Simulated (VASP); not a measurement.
# Rb in VASP: notebook

The runs below take Rb through single point, with PBE.

All numbers are computed with VASP 6.6.1; they aren't measurements. Logs are shortened: lines on timing, memory, paths and dates and some standing lists are left out, and cuts for length are marked.

**1. The cell of the first run**

The structure is cubic, space group Im-3m (No. 229). The conventional cell has a = 5.671 Å, b = 5.671 Å, c = 5.671 Å, α = 90.00°, β = 90.00°, γ = 90.00°.

**2. Single point, PBE**

Input file INCAR:

```
SYSTEM = Rb
ALGO = Fast
EDIFF = 1E-6
ENCUT = 520
GGA = PE
ISIF = 2
ISMEAR = 0
LASPH = .TRUE.
LCHARG = .FALSE.
LREAL = .FALSE.
LWAVE = .FALSE.
NBANDS = 16
NELM = 100
PREC = Accurate
SIGMA = 0.1
```

Input file KPOINTS:

```
k-points
0
G
  10 10 10
  0 0 0
```

Input file POSCAR:

```
Rb
1.0
    5.6705610774      0.0000000000      0.0000000000
    0.0000000000      5.6705610774      0.0000000000
    0.0000000000      0.0000000000      5.6705610774
Rb
2
Direct
    0.0000000000      0.0000000000      0.0000000000
    0.5000000000      0.5000000000      0.5000000000
```

Potentials or basis: VASP PAW PBE potentials, release 64 (Rb_sv).

Launch:

```bash
cat potpaw_PBE.64/Rb_sv/POTCAR > POTCAR
mpirun -np 1 vasp_std > vasp.out
```

OUTCAR:

```text
SYSTEM = Rb
   EDIFF = 1E-6
   ENCUT = 520
   GGA = PE
   ISIF = 2
   ISMEAR = 0
   LASPH = .TRUE.
   LREAL = .FALSE.
   NELM = 100
   PREC = Accurate

 ion  position               nearest neighbor table
   1  0.000  0.000  0.000-   2 4.91   2 4.91   2 4.91   2 4.91   2 4.91   2 4.91   2 4.91   2 4.91

   2  0.500  0.500  0.500-   1 4.91   1 4.91   1 4.91   1 4.91   1 4.91   1 4.91   1 4.91   1 4.91

  LATTYP: Found a simple cubic cell.
 ALAT       =     5.6705610774

  Lattice vectors:

 A1 = (   5.6705610774,   0.0000000000,   0.0000000000)
 A2 = (   0.0000000000,   5.6705610774,   0.0000000000)
 A3 = (   0.0000000000,   0.0000000000,   5.6705610774)

Analysis of symmetry for initial positions (statically):
=====================================================================
 Subroutine PRICEL returns following result:

  LATTYP: Found a body centered cubic cell.
 ALAT       =     5.6705610774

  Lattice vectors:

 A1 = (   2.8352805387,   2.8352805387,  -2.8352805387)
 A2 = (  -2.8352805387,   2.8352805387,   2.8352805387)
 A3 = (   2.8352805387,  -2.8352805387,   2.8352805387)

   2 primitive cells build up your supercell.

 Routine SETGRP: Setting up the symmetry group for a
 simple cubic supercell.

 Subroutine GETGRP returns: Found 48 space group operations
 (whereof 48 operations were pure point group operations)
 out of a pool of 48 trial point group operations.

The static configuration has the point symmetry O_h .

Analysis of symmetry for dynamics (positions and initial velocities):
=====================================================================
 Subroutine PRICEL returns following result:

  LATTYP: Found a body centered cubic cell.
 ALAT       =     5.6705610774

  Lattice vectors:

 A1 = (   2.8352805387,   2.8352805387,  -2.8352805387)
 A2 = (  -2.8352805387,   2.8352805387,   2.8352805387)
 A3 = (   2.8352805387,  -2.8352805387,   2.8352805387)

   2 primitive cells build up your supercell.

 Routine SETGRP: Setting up the symmetry group for a
 simple cubic supercell.

 Subroutine GETGRP returns: Found 48 space group operations
 (whereof 48 operations were pure point group operations)
 out of a pool of 48 trial point group operations.

The dynamic configuration has the point symmetry O_h .

 Subroutine INISYM returns: Found 48 space group operations
 (whereof 48 operations are pure point group operations),
 and found     2 'primitive' translations

----------------------------------------------------------------------------------------

                                     Primitive cell

  volume of cell :      91.1692

  direct lattice vectors                    reciprocal lattice vectors
     2.835280539  2.835280539 -2.835280539     0.176349392  0.176349392  0.000000000
    -2.835280539  2.835280539  2.835280539     0.000000000  0.176349392  0.176349392
     2.835280539 -2.835280539  2.835280539     0.176349392  0.000000000  0.176349392

  length of vectors
     4.910849947  4.910849947  4.910849947     0.249395702  0.249395702  0.249395702

  position of ions in fractional coordinates (direct lattice)
     0.000000000  0.000000000  0.000000000

  ion indices of the primitive-cell ions
   primitive index   ion index
                 1           1

----------------------------------------------------------------------------------------

 KPOINTS: k-points

Automatic generation of k-mesh.
 Grid dimensions read from file:
 generate k-points for:   10   10   10

 Generating k-lattice:

  Cartesian coordinates                     Fractional coordinates (reciprocal lattice)
     0.017634939  0.000000000  0.000000000     0.100000000  0.000000000  0.000000000
     0.000000000  0.017634939  0.000000000     0.000000000  0.100000000  0.000000000
     0.000000000  0.000000000  0.017634939     0.000000000  0.000000000  0.100000000

  Length of vectors
     0.017634939  0.017634939  0.017634939

  Shift w.r.t. Gamma in fractional coordinates (k-lattice)
     0.000000000  0.000000000  0.000000000

 Subroutine IBZKPT returns following result:
 ===========================================

 Found     56 irreducible k-points:

 Following reciprocal coordinates:
            Coordinates               Weight
  0.000000  0.000000  0.000000      1.000000
  0.100000  0.000000  0.000000      6.000000
  0.200000  0.000000  0.000000      6.000000
  0.300000  0.000000  0.000000      6.000000
  0.400000  0.000000  0.000000      6.000000
  0.500000  0.000000  0.000000      3.000000
[... 16 lines left out ...]
  0.200000  0.100000  0.100000     24.000000
  0.300000  0.100000  0.100000     24.000000
 [... further k-points ...]
   k-points           NKPTS =     56   k-points in BZ     NKDIM =     56   number of bands    NBANDS=     16
   number of dos      NEDOS =    301   number of ions     NIONS =      2
   total plane-waves  NPLWV =  74088
   dimension x,y,z NGX =    42 NGY =   42 NGZ =   42
   dimension x,y,z NGXF=    84 NGYF=   84 NGZF=   84
   ions per type =               2
   NGX,Y,Z   is equivalent  to a cutoff of  12.31, 12.31, 12.31 a.u.
   NGXF,Y,Z  is equivalent  to a cutoff of  24.63, 24.63, 24.63 a.u.
 SYSTEM =  Rb
   PREC   = accura    normal or accurate (medium, high low for compatibility)
   ISTART =      0    job   : 0-new  1-cont  2-samecut
   ICHARG =      2    charge: 1-file 2-atom 10-const
   ISPIN  =      1    spin polarized calculation?
   LNONCOLLINEAR =      F non collinear calculations
   LSORBIT =      F    spin-orbit coupling
   LASPH  =      T    aspherical Exc in radial PAW
   ENCUT  =  520.0 eV  38.22 Ry    6.18 a.u.  10.54 10.54 10.54*2*pi/ulx,y,z
   NELM   =    100;   NELMIN=  2; NELMDL= -5     # of ELM steps
   EDIFF  = 0.1E-05   stopping-criterion for ELM
   LREAL  =      F    real-space projection
   EDIFFG = 0.1E-04   stopping-criterion for IOM
   NSW    =      0    number of steps for IOM
   IBRION =     -1    ionic relax: 0-MD 1-quasi-New 2-CG
   NFREE  =      0    steps in history (QN), initial steepest desc. (CG)
   ISIF   =      2    stress and relaxation
   ISYM   =      2    0-nonsym 1-usesym 2-fastsym
   POTIM  = 0.5000    time-step for ionic-motion
   TEBEG  =    0.0;   TEEND  =   0.0 temperature during run
   PSTRESS=    0.0 pullay stress
   NELECT =      18.0000    total number of electrons
   NUPDOWN=      -1.0000    fix difference up-down
   EMIN   =  10.00;   EMAX   =-10.00  energy-range for DOS
   EFERMI =   0.00;   METHOD = LEGACY
   ISMEAR =     0;   SIGMA  =   0.10  broadening in eV -4-tet -1-fermi 0-gaus
   EFERMI_NEDOS =   21; number of points for ismear=-14 and -15
   IALGO  =     68    algorithm
   IMIX   =      4    mixing-type and parameters
     AMIX     =   0.40;   BMIX     =  1.00
     AMIX_MAG =   1.60;   BMIX_MAG =  1.00
  volume/ion in A,a.u.               =      91.17       615.24
  Fermi-wavevector in a.u.,A,eV,Ry     =   0.756612  1.429789  7.788805  0.572461
  Thomas-Fermi vector in A             =   1.854771
   LORBIT       =      0    0 simple, 1 ext, 2 COOP (PROOUT), +10 PAW based schemes
   GGA     = PE    functional components
   LHFCALC =     F    Hartree Fock is set to
   AEXX    =    0.0000 exact exchange contribution
   IVDW    =     0    specifies the selected vdW correction
   LEPSILON=     F    determine dielectric tensor
   LRPA    =     F    only Hartree local field effects (RPA)
 non-spin polarized calculation
 RMM-DIIS sequential band-by-band and
 Gauss-broadening in eV      SIGMA  =   0.10
  energy-cutoff  :      520.00
  volume of cell :      182.34
 maximum number of plane-waves:      4945
   NGX = 21   NGY = 21   NGZ = 21

 number of electron      17.9999999 magnetization

 Free energy of the ion-electron system (eV)
  ---------------------------------------------------
  ext. energy  EPLUGINS =         0.00000000
  ---------------------------------------------------
  free energy    TOTEN  =        -1.87586905 eV

  energy without entropy =       -1.86641487  energy(sigma->0) =       -1.87114196

 E-fermi :   0.0208     XC(G=0):  -5.4620

 val. band max:        0.0076489667   @ k =   0.4000   0.1000   0.1000
 cond. band min:       0.0704639344   @ k =   0.5000   0.4000   0.0000
 fundamental gap:      0.0628149677
 Fermi energy:         0.0208057036

 k-point     1 :       0.0000    0.0000    0.0000
  band No.  band energies     occupation
      1     -28.8961      2.00000
      2     -28.8887      2.00000
      3     -13.0066      2.00000
      4     -13.0066      2.00000
      5     -13.0066      2.00000
      6     -12.9385      2.00000
[... 8 lines left out ...]
     15       3.6851      0.00000
     16       3.6851      0.00000

 k-point     2 :       0.1000    0.0000    0.0000
  band No.  band energies     occupation
      1     -28.8959      2.00000
      2     -28.8888      2.00000
      3     -13.0064      2.00000
      4     -13.0049      2.00000
      5     -13.0049      2.00000
      6     -12.9417      2.00000
[... 8 lines left out ...]
     15       3.6161      0.00000
     16       3.6283      0.00000

 k-point     3 :       0.2000    0.0000    0.0000
  band No.  band energies     occupation
      1     -28.8953      2.00000
      2     -28.8893      2.00000
      3     -13.0054      2.00000
      4     -12.9998      2.00000
      5     -12.9998      2.00000
      6     -12.9504      2.00000
[... 8 lines left out ...]
     15       3.4538      0.00000
     16       3.4546      0.00000

 k-point     4 :       0.3000    0.0000    0.0000
  band No.  band energies     occupation
      1     -28.8944      2.00000
      2     -28.8901      2.00000
      3     -13.0025      2.00000
      4     -12.9919      2.00000
      5     -12.9919      2.00000
      6     -12.9627      2.00000
[... 8 lines left out ...]
     15       3.2816      0.00000
     16       3.3032      0.00000
[... 324 lines left out ...]
 k-point    22 :       0.1000    0.1000    0.1000
  band No.  band energies     occupation
      1     -28.8955      2.00000
      2     -28.8891      2.00000
      3     -13.0074      2.00000
      4     -13.0074      2.00000
      5     -12.9946      2.00000
      6     -12.9534      2.00000
[... 8 lines left out ...]
     15       3.4277      0.00000
     16       3.4278      0.00000

 k-point    23 :       0.2000    0.1000    0.1000
  band No.  band energies     occupation
      1     -28.8950      2.00000
      2     -28.8895      2.00000
      3     -13.0108      2.00000
      4     -13.0021      2.00000
      5     -12.9866      2.00000
      6     -12.9644      2.00000
[... 8 lines left out ...]
     15       3.3729      0.00000
     16       3.6347      0.00000

 k-point    24 :       0.3000    0.1000    0.1000
  band No.  band energies     occupation
      1     -28.8942      2.00000
      2     -28.8902      2.00000
      3     -13.0114      2.00000
      4     -12.9940      2.00000
      5     -12.9776      2.00000
      6     -12.9775      2.00000
[... 8 lines left out ...]
     15       3.3318      0.00000
     16       3.8040      0.00000

 [... further k-points ...]

------------------------ aborting loop because EDIFF is reached ----------------------------------------

  FORCE on cell =-STRESS in cart. coord.  units (eV):
  Direction    XX          YY          ZZ          XY          YZ          ZX
  --------------------------------------------------------------------------------------
  -------------------------------------------------------------------------------------
  Total       -0.0046884     -0.0046884     -0.0046884      0.0000000      0.0000000     -0.0000000
  in kB       -0.0411960     -0.0411960     -0.0411960      0.0000000      0.0000000     -0.0000000
  external PRESSURE =      -0.0411960 kB  Pullay stress =       0.0000000 kB

 VOLUME and BASIS-vectors are now :
 -----------------------------------------------------------------------------
  energy-cutoff  :      520.00
  volume of cell :      182.34
      direct lattice vectors                 reciprocal lattice vectors
     5.670561077  0.000000000  0.000000000     0.176349392  0.000000000  0.000000000
     0.000000000  5.670561077  0.000000000     0.000000000  0.176349392  0.000000000
     0.000000000  0.000000000  5.670561077     0.000000000  0.000000000  0.176349392

 POSITION                                       TOTAL-FORCE (eV/Angst)
 -----------------------------------------------------------------------------------
      0.00000      0.00000      0.00000        -0.000000     -0.000000     -0.000000
      2.83528      2.83528      2.83528         0.000000      0.000000      0.000000
 -----------------------------------------------------------------------------------
    total drift:                                0.000000     -0.000000     -0.000000

  FREE ENERGIE OF THE ION-ELECTRON SYSTEM (eV)
  ---------------------------------------------------
  free  energy   TOTEN  =        -1.8758690493 eV

  energy  without entropy=       -1.8664148725  energy(sigma->0) =       -1.87114196
```

Wall time 87 s (1 thread of Intel Xeon Platinum 8559C (Emerald Rapids), shared host); peak memory 0.31 GiB.

Results:

```
Free energy            : -1.8759 eV
Pressure               : 0.0 GPa
Band gap on the k mesh : zero (bands 9 and 10 overlap by 1.90 eV)
```

**3. Single point, PBE (uniaxial strain along c: -2.0 %)**

Input file INCAR:

```
ALGO = Fast ; EDIFF = 1E-6
ENCUT = 520 ; GGA = PE
ISIF = 2 ; ISMEAR = 0
LASPH = T ; LCHARG = F
LREAL = F ; LWAVE = F
NBANDS = 16 ; NELM = 100
PREC = Accurate ; SIGMA = 0.1
```

Input file KPOINTS:

```
k-points
0
Gamma
  10 10 10
```

Input file POSCAR:

```
Rb
1.0
    5.6989138828      0.0000000000      0.0000000000
    0.0000000000      5.6989138828      0.0000000000
    0.0000000000      0.0000000000      5.5571498559
Rb
2
Direct
    0.0000000000      0.0000000000      0.0000000000
    0.5000000000      0.5000000000      0.5000000000
```

Potentials or basis: VASP PAW PBE potentials, release 64 (Rb_sv).

Launch:

```bash
cat potpaw_PBE.64/Rb_sv/POTCAR > POTCAR
mpirun -np 1 vasp_std > vasp.out
```

It took 3.2 min on 1 thread of Intel Xeon Platinum 8559C (Emerald Rapids), shared host; peak memory 0.44 GiB.

The run converged. Its results:

```yaml
Free_energy: -1.8758 eV
Pressure: 0.0 GPa
Band_gap_on_the_k_mesh: zero (bands 9 and 10 overlap by 1.92 eV)
```

Levels at points of the mesh, in eV from the Fermi level:
| k point | band 7 | band 8 | band 9 | band 10 | band 11 | band 12 |
| --- | --- | --- | --- | --- | --- | --- |
| (0.00, 0.00, 0.00) | -12.95 | -12.95 | -2.00 | 1.21 | 1.27 | 3.18 |
| (0.50, 0.00, 0.00) | -12.99 | -12.99 | -0.64 | -0.64 | 2.31 | 2.31 |
| (0.50, 0.50, 0.00) | -12.95 | -12.95 | 0.19 | 0.19 | 0.73 | 0.73 |
| (0.00, 0.00, 0.50) | -12.99 | -12.99 | -0.58 | -0.58 | 2.32 | 2.32 |
| (0.50, 0.00, 0.50) | -12.95 | -12.95 | 0.24 | 0.24 | 0.79 | 0.79 |
| (0.50, 0.50, 0.50) | -13.00 | -13.00 | 1.28 | 1.28 | 1.28 | 1.28 |

Caveat: the cell differs from its parent crystal (uniaxial strain along c: -2.0 %).
